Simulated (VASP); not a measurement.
MgO, 2 atoms in the cell. Symmetry: F-43m, No. 216, cubic system. Conventional cell: a = 4.564 Å, b = 4.564 Å, c = 4.564 Å, α = 90.00°, β = 90.00°, γ = 90.00°. Within 2.6 Å of Mg (site symmetry -43m) lie 4 O at 1.98 Å. Within 2.6 Å of O (site symmetry -43m) lie 4 Mg at 1.98 Å. 

```yaml
Program: VASP 6.6.1
Task: single point
Functional: HSE06
Potentials_or_basis: VASP PAW PBE potentials, release 64 (Mg, O)
Cutoff: 520 eV
k_mesh: 6 × 6 × 6
Occupations: gaussian, width 0.01 eV
Spin: no spin polarisation
Dipole_correction: no
Grid_for_exact_exchange_PRECFOCK: Normal
Further_INCAR_settings: ALGO = Normal; EDIFF = 1e-07; NBANDS = 11
Share_of_exact_exchange: 0.25
Screening_parameter: 0.2079 1/Å
```

Potentials or basis: VASP PAW PBE potentials, release 64 (Mg, O).

Command:

```bash
$ cat potpaw_PBE.64/Mg/POTCAR potpaw_PBE.64/O/POTCAR > POTCAR
$ cp INCAR.step1 INCAR
$ mpirun -np 1 vasp_std > vasp.out
$ cp INCAR.step2 INCAR
$ mpirun -np 1 vasp_std > vasp.out
```

Hardware: 1 thread of Intel Xeon 8259CL, with other jobs on the host.

Task: How long does it take, and how much memory?

Result: Run time: 15 min on 1 thread of Intel Xeon 8259CL, on a shared host, peak memory 0.25 GiB. Counts: k points 16.
